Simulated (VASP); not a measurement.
Here is a VASP 6.6.1 calculation.

The input INCAR:

```
PREC = Accurate
ENCUT = 500
EDIFF = 1E-7
ISMEAR = -1
SIGMA = 0.05
LREAL = F
LASPH = T
NELM = 120
ALGO = Normal
ISIF = 3
LWAVE = F
LCHARG = F
IBRION = 2
NSW = 100
EDIFFG = -0.003
GGA_COMPAT = F
NELMIN = 4
```

KPOINTS

```
regular mesh
0
Gamma
  16 16 9
```

POSCAR

```
Y
1.0
    3.6474000000      0.0000000000      0.0000000000
   -1.8237000000      3.1587410578      0.0000000000
    0.0000000000      0.0000000000      5.7306000000
Y
2
Direct
    0.3333333333      0.6666666667      0.2500000000
    0.6666666667      0.3333333333      0.7500000000
```

Potentials or basis: VASP PAW LDA potentials, release 64 (Y_sv).

The run is started by

```sh
$ cat potpaw_LDA.64/Y_sv/POTCAR > POTCAR
$ mpirun -np 1 vasp_std > vasp.out
```

Task: Estimate the relaxed cell.

Result: a = 3.536 Å, b = 3.536 Å, c = 5.512 Å, α = 90.00°, β = 90.00°, γ = 120.00°.

Task: Estimate the relaxed volume.

Result: 29.84 Å³/atom.

Final structure:
```
Y
1.0
     3.53613    0.00000    0.00000
    -1.76807    3.06238    0.00000
     0.00000    0.00000    5.51186
Y
2
Cartesian
  0.0000 2.0416 1.3780
  1.7681 1.0208 4.1339
```

LDA usually gives volumes a few per cent too small. Zero-point motion and thermal expansion aren't in these numbers.
